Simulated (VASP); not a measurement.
Runs of VASP 6.6.1 on Ti. The structure is that of space group Fm-3m (No. 225), or close to it. The cells are those of the table. This isn't the form of Ti at room conditions, which is hcp.

```tsv
cell	gap on the mesh (eV)	pressure (GPa)
a = 2.947 Å, angles 60.0°, 1 atom	none	-4.2
a = 2.908 Å, angles 60.0°, 1 atom	none	(a)
a = 2.928 Å, angles 60.0°, 1 atom	none	-2.3
a = 2.889 Å, angles 60.0°, 1 atom	none	1.9
```

Alike in all rows: task single point; level PBE; potentials or basis VASP PAW PBE potentials, release 64 (Ti_sv); no spin polarisation; k mesh 46 × 46 × 46; cutoff (eV) 520; smearing fermi-dirac 0.0612256 eV.

Problem. Estimate the missing entries.

Solution. (a) -0.3.

Caveats: the cell stands under tension (at least some runs).

A gap of «none» marks levels without a gap at the run's occupations.
